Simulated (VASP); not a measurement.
A run of VASP 6.6.1:

Contents of INCAR:

```
SYSTEM = HfB2
ALGO     = Normal         ! electronic algorithm
EDIFF    = 1E-6           ! SCF threshold, eV
ENCUT    = 560            ! plane-wave cutoff, eV
GGA      = PS             ! functional
GGA_COMPAT= .FALSE.      
ISIF     = 2              ! what is computed and relaxed
ISMEAR   = -1             ! smearing method
ISYM     = -1           
LASPH    = .TRUE.         ! aspherical terms in the spheres
LCHARG   = .TRUE.         ! write CHGCAR
LELF     = .TRUE.         ! ELF
LREAL    = .FALSE.        ! projectors in reciprocal space
LVHAR    = .TRUE.       
LWAVE    = .FALSE.        ! write WAVECAR
NBANDS   = 15             ! bands
NELM     = 120            ! most SCF steps
PREC     = Accurate       ! precision mode
SIGMA    = 0.2            ! smearing width, eV
```

KPOINTS

```
explicit points
123
Reciprocal
  0.07142857   0.07142857   0.10000000 2
  0.07142857   0.07142857   0.30000000 2
  0.07142857   0.07142857   0.50000000 2
  0.07142857   0.07142857   0.70000000 2
  0.07142857   0.07142857   0.90000000 2
  0.07142857   0.21428571   0.10000000 2
  0.07142857   0.21428571   0.30000000 2
  0.07142857   0.21428571   0.50000000 2
  0.07142857   0.21428571   0.70000000 2
  0.07142857   0.21428571   0.90000000 2
  0.07142857   0.35714286   0.10000000 2
  0.07142857   0.35714286   0.30000000 2
  0.07142857   0.35714286   0.50000000 2
  0.07142857   0.35714286   0.70000000 2
  0.07142857   0.35714286   0.90000000 2
  0.07142857   0.50000000   0.10000000 2
  0.07142857   0.50000000   0.30000000 2
  0.07142857   0.50000000   0.50000000 2
  0.07142857   0.50000000   0.70000000 2
  0.07142857   0.50000000   0.90000000 2
  0.07142857   0.64285714   0.10000000 2
  0.07142857   0.64285714   0.30000000 2
  0.07142857   0.64285714   0.50000000 2
  0.07142857   0.64285714   0.70000000 2
  0.07142857   0.64285714   0.90000000 2
  0.07142857   0.78571429   0.10000000 2
  0.07142857   0.78571429   0.30000000 2
  0.07142857   0.78571429   0.50000000 2
  0.07142857   0.78571429   0.70000000 2
  0.07142857   0.78571429   0.90000000 2
  0.07142857   0.92857143   0.10000000 2
  0.07142857   0.92857143   0.30000000 2
  0.07142857   0.92857143   0.50000000 2
  0.07142857   0.92857143   0.70000000 2
  0.07142857   0.92857143   0.90000000 2
  0.21428571   0.07142857   0.10000000 2
  0.21428571   0.07142857   0.30000000 2
  0.21428571   0.07142857   0.50000000 2
  0.21428571   0.07142857   0.70000000 2
  0.21428571   0.07142857   0.90000000 2
  0.21428571   0.21428571   0.10000000 2
  0.21428571   0.21428571   0.30000000 2
  0.21428571   0.21428571   0.50000000 2
  0.21428571   0.21428571   0.70000000 2
  0.21428571   0.21428571   0.90000000 2
  0.21428571   0.35714286   0.10000000 2
  0.21428571   0.35714286   0.30000000 2
  0.21428571   0.35714286   0.50000000 2
  0.21428571   0.35714286   0.70000000 2
  0.21428571   0.35714286   0.90000000 2
  0.21428571   0.50000000   0.10000000 2
  0.21428571   0.50000000   0.30000000 2
  0.21428571   0.50000000   0.50000000 2
  0.21428571   0.50000000   0.70000000 2
  0.21428571   0.50000000   0.90000000 2
  0.21428571   0.64285714   0.10000000 2
  0.21428571   0.64285714   0.30000000 2
  0.21428571   0.64285714   0.50000000 2
  0.21428571   0.64285714   0.70000000 2
  0.21428571   0.64285714   0.90000000 2
  0.21428571   0.78571429   0.10000000 2
  0.21428571   0.78571429   0.30000000 2
  0.21428571   0.78571429   0.50000000 2
  0.21428571   0.78571429   0.70000000 2
  0.21428571   0.78571429   0.90000000 2
  0.21428571   0.92857143   0.10000000 2
  0.21428571   0.92857143   0.30000000 2
  0.21428571   0.92857143   0.50000000 2
  0.21428571   0.92857143   0.70000000 2
  0.21428571   0.92857143   0.90000000 2
  0.35714286   0.07142857   0.10000000 2
  0.35714286   0.07142857   0.30000000 2
  0.35714286   0.07142857   0.50000000 2
  0.35714286   0.07142857   0.70000000 2
  0.35714286   0.07142857   0.90000000 2
  0.35714286   0.21428571   0.10000000 2
  0.35714286   0.21428571   0.30000000 2
  0.35714286   0.21428571   0.50000000 2
  0.35714286   0.21428571   0.70000000 2
  0.35714286   0.21428571   0.90000000 2
  0.35714286   0.35714286   0.10000000 2
  0.35714286   0.35714286   0.30000000 2
  0.35714286   0.35714286   0.50000000 2
  0.35714286   0.35714286   0.70000000 2
  0.35714286   0.35714286   0.90000000 2
  0.35714286   0.50000000   0.10000000 2
  0.35714286   0.50000000   0.30000000 2
  0.35714286   0.50000000   0.50000000 2
  0.35714286   0.50000000   0.70000000 2
  0.35714286   0.50000000   0.90000000 2
  0.35714286   0.64285714   0.10000000 2
  0.35714286   0.64285714   0.30000000 2
  0.35714286   0.64285714   0.50000000 2
  0.35714286   0.64285714   0.70000000 2
  0.35714286   0.64285714   0.90000000 2
  0.35714286   0.78571429   0.10000000 2
  0.35714286   0.78571429   0.30000000 2
  0.35714286   0.78571429   0.50000000 2
  0.35714286   0.78571429   0.70000000 2
  0.35714286   0.78571429   0.90000000 2
  0.35714286   0.92857143   0.10000000 2
  0.35714286   0.92857143   0.30000000 2
  0.35714286   0.92857143   0.50000000 2
  0.35714286   0.92857143   0.70000000 2
  0.35714286   0.92857143   0.90000000 2
  0.50000000   0.07142857   0.10000000 2
  0.50000000   0.07142857   0.30000000 2
  0.50000000   0.07142857   0.50000000 2
  0.50000000   0.07142857   0.70000000 2
  0.50000000   0.07142857   0.90000000 2
  0.50000000   0.21428571   0.10000000 2
  0.50000000   0.21428571   0.30000000 2
  0.50000000   0.21428571   0.50000000 2
  0.50000000   0.21428571   0.70000000 2
  0.50000000   0.21428571   0.90000000 2
  0.50000000   0.35714286   0.10000000 2
  0.50000000   0.35714286   0.30000000 2
  0.50000000   0.35714286   0.50000000 2
  0.50000000   0.35714286   0.70000000 2
  0.50000000   0.35714286   0.90000000 2
  0.50000000   0.50000000   0.10000000 2
  0.50000000   0.50000000   0.30000000 2
  0.50000000   0.50000000   0.50000000 1
```

Contents of POSCAR:

```
HfB2
1.0
    3.1400000000      0.0000000000      0.0000000000
   -1.5700000000      2.7193200000      0.0000000000
    0.0000000000      0.0000000000      3.4800000000
Hf B
1 2
Direct
    0.0000000000      0.0000000000      0.0000000000
    0.3333333333      0.6666666667      0.5000000000
    0.6666666667      0.3333333333      0.5000000000
```

Potentials or basis: VASP PAW PBE potentials, release 64 (Hf_pv, B).

Run with:

```bash
$ cat potpaw_PBE.64/Hf_pv/POTCAR potpaw_PBE.64/B/POTCAR > POTCAR
$ mpirun -np 1 vasp_std > vasp.out
```

Hardware: 1 thread of AMD EPYC 7R13 Processor (Zen 3), on a shared host.

Question: How long does it take, and how much memory?

Answer: It took 45 s on 1 thread of AMD EPYC 7R13 Processor (Zen 3), on a shared host, peak memory 0.16 GiB. Counts: scf iterations 13, k points 123.
